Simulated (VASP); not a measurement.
# NdHf in VASP: notebook

NdHf is run at these levels: PBE; tasks: single point.

All numbers are computed with VASP 6.6.1; they aren't measurements. Logs are shortened: lines on timing, memory, paths and dates and some standing lists are left out, and cuts for length are marked.

### Step 1. The cell of the first run

Symmetry: P4/mmm, No. 123, tetragonal system. The conventional cell has a = 4.005 Å, b = 4.005 Å, c = 3.410 Å, α = 90.00°, β = 90.00°, γ = 90.00°. Within 4.3 Å of Nd (site symmetry 4/mmm) lie 8 Hf at 3.31 Å and 6 Nd at 3.41 to 4.00 Å. Within 4.3 Å of Hf (site symmetry 4/mmm) lie 8 Nd at 3.31 Å and 6 Hf at 3.41 to 4.00 Å.

The cell was built from a structure type or drawn by symmetry, and may not be a known phase.

### Step 2. Single point, PBE

The input, INCAR:

```
PREC = Accurate
ENCUT = 500
EDIFF = 1E-6
ISMEAR = 0
SIGMA = 0.2
LREAL = False
LASPH = True
NELM = 200
ALGO = Normal
ISIF = 2
LWAVE = False
LCHARG = False
GGA = PE
NBANDS = 18
GGA_COMPAT = False
LMAXMIX = 6
```

The input, KPOINTS:

```
regular mesh
0
Gamma
  5 5 6
```

The input, POSCAR:

```
NdHf
1.0
    4.0046084759      0.0000000000      0.0000000000
    0.0000000000      4.0046084759      0.0000000000
    0.0000000000      0.0000000000      3.4096737061
Nd Hf
1 1
Direct
    0.0000000000      0.0000000000      0.5000000000
    0.5000000000      0.5000000000      0.0000000000
```

Potentials or basis: VASP PAW PBE potentials, release 64 (Nd_3, Hf_pv), 4f in core.

On the command line:

```sh
> cat potpaw_PBE.64/Nd_3/POTCAR potpaw_PBE.64/Hf_pv/POTCAR > POTCAR
> mpirun -np 1 vasp_std > vasp.out
```

OUTCAR:

```text
PREC = Accurate
   ENCUT = 500
   EDIFF = 1E-6
   ISMEAR = 0
   LREAL = False
   LASPH = True
   NELM = 200
   ISIF = 2
   GGA = PE

 ion  position               nearest neighbor table
   1  0.000  0.000  0.500-   2 3.31   2 3.31   2 3.31   2 3.31   2 3.31   2 3.31   2 3.31   2 3.31

   2  0.500  0.500  0.000-   1 3.31   1 3.31   1 3.31   1 3.31   1 3.31   1 3.31   1 3.31   1 3.31

  LATTYP: Found a simple tetragonal cell.
 ALAT       =     4.0046084759
 C/A-ratio  =     0.8514374693

  Lattice vectors:

 A1 = (   4.0046084759,   0.0000000000,   0.0000000000)
 A2 = (   0.0000000000,   4.0046084759,   0.0000000000)
 A3 = (   0.0000000000,   0.0000000000,   3.4096737061)

Analysis of symmetry for initial positions (statically):
=====================================================================
 Subroutine PRICEL returns:
 Original cell was already a primitive cell.

 Routine SETGRP: Setting up the symmetry group for a
 simple tetragonal supercell.

 Subroutine GETGRP returns: Found 16 space group operations
 (whereof 16 operations were pure point group operations)
 out of a pool of 16 trial point group operations.

The static configuration has the point symmetry D_4h.

Analysis of symmetry for dynamics (positions and initial velocities):
=====================================================================
 Subroutine PRICEL returns:
 Original cell was already a primitive cell.

 Routine SETGRP: Setting up the symmetry group for a
 simple tetragonal supercell.

 Subroutine GETGRP returns: Found 16 space group operations
 (whereof 16 operations were pure point group operations)
 out of a pool of 16 trial point group operations.

The dynamic configuration has the point symmetry D_4h.

 Subroutine INISYM returns: Found 16 space group operations
 (whereof 16 operations are pure point group operations),
 and found     1 'primitive' translations

----------------------------------------------------------------------------------------

                                     Primitive cell

  volume of cell :      54.6806

  direct lattice vectors                    reciprocal lattice vectors
     4.004608476  0.000000000  0.000000000     0.249712302  0.000000000  0.000000000
     0.000000000  4.004608476  0.000000000     0.000000000  0.249712302  0.000000000
     0.000000000  0.000000000  3.409673706     0.000000000  0.000000000  0.293283195

  length of vectors
     4.004608476  4.004608476  3.409673706     0.249712302  0.249712302  0.293283195

  position of ions in fractional coordinates (direct lattice)
     0.000000000  0.000000000  0.500000000
     0.500000000  0.500000000  0.000000000

  ion indices of the primitive-cell ions
   primitive index   ion index
                 1           1
                 2           2

----------------------------------------------------------------------------------------

 KPOINTS: regular mesh

Automatic generation of k-mesh.
 Grid dimensions read from file:
 generate k-points for:    5    5    6

 Generating k-lattice:

  Cartesian coordinates                     Fractional coordinates (reciprocal lattice)
     0.049942460  0.000000000  0.000000000     0.200000000  0.000000000  0.000000000
     0.000000000  0.049942460  0.000000000     0.000000000  0.200000000  0.000000000
     0.000000000  0.000000000  0.048880533     0.000000000  0.000000000  0.166666667

  Length of vectors
     0.049942460  0.049942460  0.048880533

  Shift w.r.t. Gamma in fractional coordinates (k-lattice)
     0.000000000  0.000000000  0.000000000

 Subroutine IBZKPT returns following result:
 ===========================================

 Found     24 irreducible k-points:

 Following reciprocal coordinates:
            Coordinates               Weight
  0.000000  0.000000  0.000000      1.000000
  0.200000  0.000000  0.000000      4.000000
  0.400000  0.000000  0.000000      4.000000
  0.200000  0.200000  0.000000      4.000000
  0.400000  0.200000  0.000000      8.000000
  0.400000  0.400000  0.000000      4.000000
[... 16 lines left out ...]
  0.400000  0.200000  0.500000      8.000000
  0.400000  0.400000  0.500000      4.000000
   k-points           NKPTS =     24   k-points in BZ     NKDIM =     24   number of bands    NBANDS=     18
   number of dos      NEDOS =    301   number of ions     NIONS =      2
   total plane-waves  NPLWV =  25200
   dimension x,y,z NGX =    30 NGY =   30 NGZ =   28
   dimension x,y,z NGXF=    60 NGYF=   60 NGZF=   56
   ions per type =               1   1
   NGX,Y,Z   is equivalent  to a cutoff of  12.45, 12.45, 13.65 a.u.
   NGXF,Y,Z  is equivalent  to a cutoff of  24.91, 24.91, 27.30 a.u.
 SYSTEM =  unknown system
   PREC   = accura    normal or accurate (medium, high low for compatibility)
   ISTART =      0    job   : 0-new  1-cont  2-samecut
   ICHARG =      2    charge: 1-file 2-atom 10-const
   ISPIN  =      1    spin polarized calculation?
   LNONCOLLINEAR =      F non collinear calculations
   LSORBIT =      F    spin-orbit coupling
   LASPH  =      T    aspherical Exc in radial PAW
   ENCUT  =  500.0 eV  36.75 Ry    6.06 a.u.   7.30  7.30  6.22*2*pi/ulx,y,z
   NELM   =    200;   NELMIN=  2; NELMDL= -5     # of ELM steps
   EDIFF  = 0.1E-05   stopping-criterion for ELM
   LREAL  =      F    real-space projection
   EDIFFG = 0.1E-04   stopping-criterion for IOM
   NSW    =      0    number of steps for IOM
   IBRION =     -1    ionic relax: 0-MD 1-quasi-New 2-CG
   NFREE  =      0    steps in history (QN), initial steepest desc. (CG)
   ISIF   =      2    stress and relaxation
   ISYM   =      2    0-nonsym 1-usesym 2-fastsym
   POTIM  = 0.5000    time-step for ionic-motion
   TEBEG  =    0.0;   TEEND  =   0.0 temperature during run
   PSTRESS=    0.0 pullay stress
   NELECT =      21.0000    total number of electrons
   NUPDOWN=      -1.0000    fix difference up-down
   EMIN   =  10.00;   EMAX   =-10.00  energy-range for DOS
   EFERMI =   0.00;   METHOD = LEGACY
   ISMEAR =     0;   SIGMA  =   0.20  broadening in eV -4-tet -1-fermi 0-gaus
   EFERMI_NEDOS =   21; number of points for ismear=-14 and -15
   IALGO  =     38    algorithm
   IMIX   =      4    mixing-type and parameters
     AMIX     =   0.40;   BMIX     =  1.00
     AMIX_MAG =   1.60;   BMIX_MAG =  1.00
  volume/ion in A,a.u.               =      27.34       184.50
  Fermi-wavevector in a.u.,A,eV,Ry     =   1.189973  2.248722 19.266322  1.416035
  Thomas-Fermi vector in A             =   2.326068
   LORBIT       =      0    0 simple, 1 ext, 2 COOP (PROOUT), +10 PAW based schemes
   GGA     = PE    functional components
   LHFCALC =     F    Hartree Fock is set to
   AEXX    =    0.0000 exact exchange contribution
   IVDW    =     0    specifies the selected vdW correction
   LEPSILON=     F    determine dielectric tensor
   LRPA    =     F    only Hartree local field effects (RPA)
 non-spin polarized calculation
 Gauss-broadening in eV      SIGMA  =   0.20
  energy-cutoff  :      500.00
  volume of cell :       54.68
 maximum number of plane-waves:      1402
 NGX is ok and might be reduce to    30
   NGX = 15   NGY = 15   NGZ = 13

 number of electron      21.0000000 magnetization

 Free energy of the ion-electron system (eV)
  ---------------------------------------------------
  ext. energy  EPLUGINS =         0.00000000
  ---------------------------------------------------
  free energy    TOTEN  =       -13.94089085 eV

  energy without entropy =      -13.87800646  energy(sigma->0) =      -13.90944865

 E-fermi :   4.1954     XC(G=0): -10.5678

 val. band max:        4.1805762683   @ k =   0.4000   0.2000   0.1667
 cond. band min:       4.2161205555   @ k =   0.2000   0.0000   0.5000
 fundamental gap:      0.0355442872
 Fermi energy:         4.1954458968

 k-point     1 :       0.0000    0.0000    0.0000
  band No.  band energies     occupation
      1     -33.0263      2.00000
      2     -26.8073      2.00000
      3     -26.8073      2.00000
      4     -26.6548      2.00000
      5     -14.1192      2.00000
      6     -14.1192      2.00000
[... 10 lines left out ...]
     17      10.1636      0.00000
     18      10.7445      0.00000

 k-point     2 :       0.2000    0.0000    0.0000
  band No.  band energies     occupation
      1     -33.0228      2.00000
      2     -26.8145      2.00000
      3     -26.8053      2.00000
      4     -26.6536      2.00000
      5     -14.2474      2.00000
      6     -14.1221      2.00000
[... 10 lines left out ...]
     17       9.2624      0.00000
     18       9.3347      0.00000

 k-point     3 :       0.4000    0.0000    0.0000
  band No.  band energies     occupation
      1     -33.0171      2.00000
      2     -26.8260      2.00000
      3     -26.8021      2.00000
      4     -26.6516      2.00000
      5     -14.4451      2.00000
      6     -14.1269      2.00000
[... 10 lines left out ...]
     17       7.7870      0.00000
     18       9.2283      0.00000

 k-point     4 :       0.2000    0.2000    0.0000
  band No.  band energies     occupation
      1     -33.0180      2.00000
      2     -26.8200      2.00000
      3     -26.8103      2.00000
      4     -26.6524      2.00000
      5     -14.2616      2.00000
      6     -14.2085      2.00000
[... 375 lines left out ...]
      4     -26.7956      2.00000
      5     -14.8437      2.00000
      6     -14.1083      2.00000
[... 10 lines left out ...]
     17       9.8656      0.00000
     18      10.3591      0.00000

 k-point    23 :       0.4000    0.2000    0.5000
  band No.  band energies     occupation
      1     -32.9062      2.00000
      2     -26.8548      2.00000
      3     -26.8178      2.00000
      4     -26.7937      2.00000
      5     -14.8115      2.00000
      6     -14.2367      2.00000
[... 10 lines left out ...]
     17      10.7257      0.00000
     18      11.1774      0.00000

 k-point    24 :       0.4000    0.4000    0.5000
  band No.  band energies     occupation
      1     -32.8976      2.00000
      2     -26.8516      2.00000
      3     -26.8143      2.00000
      4     -26.8136      2.00000
      5     -14.8117      2.00000
      6     -14.2481      2.00000
[... 10 lines left out ...]
     17       9.7750      0.00000
     18      10.5805      0.00000

------------------------ aborting loop because EDIFF is reached ----------------------------------------

  FORCE on cell =-STRESS in cart. coord.  units (eV):
  Direction    XX          YY          ZZ          XY          YZ          ZX
  --------------------------------------------------------------------------------------
  -------------------------------------------------------------------------------------
  Total        0.0808186      0.0808186      0.1248958      0.0000000      0.0000000      0.0000000
  in kB        2.3680406      2.3680406      3.6595325      0.0000000      0.0000000      0.0000000
  external PRESSURE =       2.7985379 kB  Pullay stress =       0.0000000 kB

 VOLUME and BASIS-vectors are now :
 -----------------------------------------------------------------------------
  energy-cutoff  :      500.00
  volume of cell :       54.68
      direct lattice vectors                 reciprocal lattice vectors
     4.004608476  0.000000000  0.000000000     0.249712302  0.000000000  0.000000000
     0.000000000  4.004608476  0.000000000     0.000000000  0.249712302  0.000000000
     0.000000000  0.000000000  3.409673706     0.000000000  0.000000000  0.293283195

 POSITION                                       TOTAL-FORCE (eV/Angst)
 -----------------------------------------------------------------------------------
      0.00000      0.00000      1.70484         0.000000      0.000000      0.000000
      2.00230      2.00230      0.00000         0.000000      0.000000      0.000000
 -----------------------------------------------------------------------------------
    total drift:                                0.000000      0.000000     -0.000000

  FREE ENERGIE OF THE ION-ELECTRON SYSTEM (eV)
  ---------------------------------------------------
  free  energy   TOTEN  =       -13.9408908460 eV

  energy  without entropy=      -13.8780064612  energy(sigma->0) =      -13.90944865
```

Run time: 9.4 s. Hardware: 1 thread of Intel Xeon 6975P-C (Granite Rapids), shared host; peak memory 0.18 GiB.

What came out:

* Free energy: -13.9409 eV
* Pressure: 0.3 GPa
* Band gap on the k mesh: zero (an odd number of electrons rules out a gap without spin polarisation)

Stress tensor (GPa, compression positive):
```
0.24 0.00 0.00
0.00 0.24 0.00
0.00 0.00 0.37
```

Caveat: spin-orbit coupling is left out, which moves the levels of the heavy elements; the 4f electrons are frozen in the core, so they carry no moment and show no levels.

### Step 3. Single point, PBE

This run uses another cell than the first one, of 28.85 Å³/atom.

The input, INCAR:

```
  PREC = Accurate
  ENCUT = 500
  EDIFF = 1E-6
  ISMEAR = 0
  SIGMA = 0.2
  LREAL = F
  LASPH = T
  NELM = 200
  ALGO = Normal
  ISIF = 2
  LWAVE = F
  LCHARG = F
  GGA = PE
  NBANDS = 18
  GGA_COMPAT = F
  LMAXMIX = 6
```

The input, KPOINTS:

```
regular mesh
0
Gamma
  5 5 5
```

The input, POSCAR:

```
NdHf
1.0
    3.0786281727     -3.0811757040      0.0000000000
    3.0786281727      3.0811757040      0.0000000000
    0.0000000000      0.0000000000      3.0419135077
Nd Hf
1 1
Direct
    0.5000000000      0.5000000000      0.0000000000
    0.0000000000      0.0000000000      0.0000000000
```

Potentials or basis: VASP PAW PBE potentials, release 64 (Nd_3, Hf_pv), 4f in core.

On the command line:

```sh
> cat potpaw_PBE.64/Nd_3/POTCAR potpaw_PBE.64/Hf_pv/POTCAR > POTCAR
> mpirun -np 1 vasp_std > vasp.out
```

It took 7.9 s on 1 thread of Intel Xeon 6975P-C (Granite Rapids), shared host; peak memory 0.18 GiB.

Results (log left out):

```yaml
Free_energy: -12.7012 eV
Pressure: 0.6 GPa
Band_gap_on_the_k_mesh: zero (an odd number of electrons rules out a gap without spin polarisation)
```

Stress tensor (GPa, compression positive):
```
 1.05  0.00  0.00
 0.00  0.95  0.00
 0.00  0.00 -0.17
```

Levels at points of the mesh, in eV from the Fermi level:
```
           k point  band 8  band 9  band 10  band 11  band 12  band 13  band 14  band 15
(0.00, 0.00, 0.00)   -5.11   -2.62    -1.27    -1.26     0.14     3.58     3.59     4.81
```

Caveat: the k points lie up to 0.41 Å⁻¹ apart, too coarse for converged energies and pressures of a metal; spin-orbit coupling is left out, which moves the levels of the heavy elements; the 4f electrons are frozen in the core, so they carry no moment and show no levels. Spin polarisation is off, so any magnetic state and its effect on volume and gap are missing.

(Continued in part 2 of 2.)
